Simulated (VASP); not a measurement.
A run of VASP 6.6.1:

File INCAR:

```
PREC = Accurate ; ENCUT = 520
EDIFF = 1E-6 ; ISMEAR = -1
SIGMA = 0.05 ; LREAL = False
LASPH = True ; NELM = 150
ALGO = Normal ; ISIF = 2
LWAVE = False ; LCHARG = False
ISPIN = 2 ; MAGMOM = 1.9 1.9 0 0
LORBIT = 11 ; LMAXMIX = 4
NBANDS = 30
```

KPOINTS

```
Automatic mesh
0
Gamma
  12 12 6
```

Contents of POSCAR:

```
MnAs
1.0
    3.4968564789      0.0000000000      0.0000000000
   -1.7484282394      3.0283665441      0.0000000000
    0.0000000000      0.0000000000      5.2469686003
Mn As
2 2
Direct
    0.0000000000      0.0000000000      0.0000000000
    0.0000000000      0.0000000000      0.5000000000
    0.3333333333      0.6666666667      0.2500000000
    0.6666666667      0.3333333333      0.7500000000
```

Potentials or basis: VASP PAW LDA potentials, release 64 (Mn_pv, As).

Run with:

```sh
$ cat potpaw_LDA.64/Mn_pv/POTCAR potpaw_LDA.64/As/POTCAR > POTCAR
$ mpirun -np 1 vasp_std > vasp.out
```

Hardware: 1 thread of Intel(R) Xeon(R) 6975P-C (Granite Rapids), with other jobs on the host.

**Question.** How long does it take, and how much memory?

**Answer.** It took 91 s on 1 thread of Intel(R) Xeon(R) 6975P-C (Granite Rapids), with other jobs on the host, peak memory 0.28 GiB. Counts: scf iterations 13, k points 76.
